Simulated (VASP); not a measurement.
A run of VASP 6.6.1 is set up as follows.

The input INCAR:

```
SYSTEM = W
ALGO = Normal
EDIFF = 1E-6
ENCUT = 520
GGA = PE
ISIF = 2
ISMEAR = -1
LASPH = .True.
LCHARG = .True.
LELF = .True.
LREAL = .False.
LVHAR = .True.
LWAVE = .False.
NBANDS = 28
NELM = 60
PREC = Accurate
SIGMA = 0.08
```

The input KPOINTS:

```
k-points
0
Gamma
  9 9 12
  0 0 0
```

Contents of POSCAR:

```
W
1.0
    4.3282623431      0.0000000000      0.0000000000
   -2.1641311715      3.7483851434      0.0000000000
    0.0000000000      0.0000000000      2.4458176350
W
3
Direct
    0.0000000000      0.0000000000      0.0000000000
    0.3333333333      0.6666666667      0.5000000000
    0.6666666667      0.3333333333      0.5000000000
```

Potentials or basis: VASP PAW PBE potentials, release 64 (W_sv).

Launch:

```bash
$ cat potpaw_PBE.64/W_sv/POTCAR > POTCAR
$ mpirun -np 1 vasp_std > vasp.out
```

**Question.** Predict the pressure.

**Answer.** 99.5 GPa.

**Question.** What does it give for the band gap on the k mesh?

**Answer.** Zero (bands 21 and 22 overlap by 1.41 eV).

Stress tensor (GPa, compression positive):
```
 99.16   0.00   0.00
  0.00  99.16   0.00
  0.00   0.00 100.33
```

Caveat: the cell stands under pressure; spin-orbit coupling is left out, which moves the levels of the heavy elements.
